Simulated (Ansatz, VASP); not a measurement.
## GdH6N3 in VASP and in Ansatz

INCAR

```
PREC = Accurate ; ENCUT = 520
EDIFF = 1E-6 ; ISMEAR = 0
SIGMA = 0.01 ; LREAL = False
LASPH = True ; NELM = 150
ALGO = Normal ; ISIF = 2
LWAVE = False ; LCHARG = True
ISPIN = 2 ; MAGMOM = 7 0 0 0 0 0 0 0 0 0
LORBIT = 11 ; LMAXMIX = 6
LDAU = True ; LDAUTYPE = 2
LDAUL = 3 -1 -1 ; LDAUU = 5 0 0
LDAUJ = 0 0 0 ; LDAUPRINT = 1
GGA = PE ; LELF = True
LVHAR = True ; NBANDS = 34
```

KPOINTS

```
Automatic mesh
0
Gamma
  1 1 1
```

Contents of POSCAR:

```
GdH6N3
1.0
   13.9100000000      0.0000000000      0.0000000000
    0.0000000000     14.6700000000      0.0000000000
    0.0000000000      0.0000000000      9.6400000000
Gd N H
1 3 6
Direct
    0.4762149500      0.4996612100      0.5157769700
    0.6326168200      0.5007177900      0.4828143200
    0.3968217100      0.6289816000      0.5271960600
    0.3963457900      0.3706646200      0.5018381700
    0.6768188400      0.5561554200      0.4769668000
    0.6763839000      0.4458404900      0.4668049800
    0.3240409800      0.6371990500      0.5329678400
    0.4240366600      0.6935562400      0.5222489600
    0.3235082700      0.3623060700      0.5052064300
    0.4234004300      0.3067484700      0.4864937800
```

Input for Ansatz:

```yaml
crystal:
  lattice:
    - [13.91, 0.0, 0.0]
    - [0.0, 14.67, 0.0]
    - [0.0, 0.0, 9.64]
  atoms:
    - { symbol: Gd, position: [0.47621495, 0.49966121, 0.51577697], spin: 7.0 }
    - { symbol: "N", position: [0.63261682, 0.50071779, 0.48281432] }
    - { symbol: H, position: [0.67681884, 0.55615542, 0.4769668] }
    - { symbol: H, position: [0.6763839, 0.44584049, 0.46680498] }
    - { symbol: "N", position: [0.39682171, 0.6289816, 0.52719606] }
    - { symbol: H, position: [0.32404098, 0.63719905, 0.53296784] }
    - { symbol: H, position: [0.42403666, 0.69355624, 0.52224896] }
    - { symbol: "N", position: [0.39634579, 0.37066462, 0.50183817] }
    - { symbol: H, position: [0.32350827, 0.36230607, 0.50520643] }
    - { symbol: H, position: [0.42340043, 0.30674847, 0.48649378] }
basis:
  ecutwfc: 420
  ecutrho_ratio: 4
kpoints:
  mp_grid: { grid: [1, 1, 1] }
hamiltonian:
  xc: pbe
  hubbard: { sites: [{ species: Gd, l: f, u_eff: 5.0 }] }
scf:
  occupations: { method: gaussian, width: 0.01 }
output:
  forces: true
  eigenvalues: true
  populations: true
  hubbard: { sites: [{ species: Gd, l: f }] }
magnetization:
  spin_polarized: true
```

Alike in both runs: task single point; functional PBE; k mesh 1 × 1 × 1; occupations gaussian, width 0.01 eV; collinear spin; Hubbard terms Gd f U = 5.0 eV.

```csv
,VASP,Ansatz
version,VASP 6.6.1,Ansatz 0.2.0
potentials or method,"VASP PAW PBE potentials, release 64 (Gd, N, H), cutoff 520 eV","scalar-relativistic, plane waves, PAW"
valence electrons in the cell,39,39
```

```csv
,VASP,Ansatz,Ansatz less VASP
gap on the k mesh at the Fermi level (eV),2.80,2.79,-0.013
rms of the force components (eV/Å),0.037,0.040,+0.0032
net moment per atom (μB),0.70,0.70,0.000
size of the moment on the site where the two differ most (μB),6.86,6.82,-0.039
```

Site moments also hang on the region over which each program counts them. The programs project onto different local orbitals, so the same U acts differently, and such runs can settle in different states.

Spin-orbit coupling is off throughout.
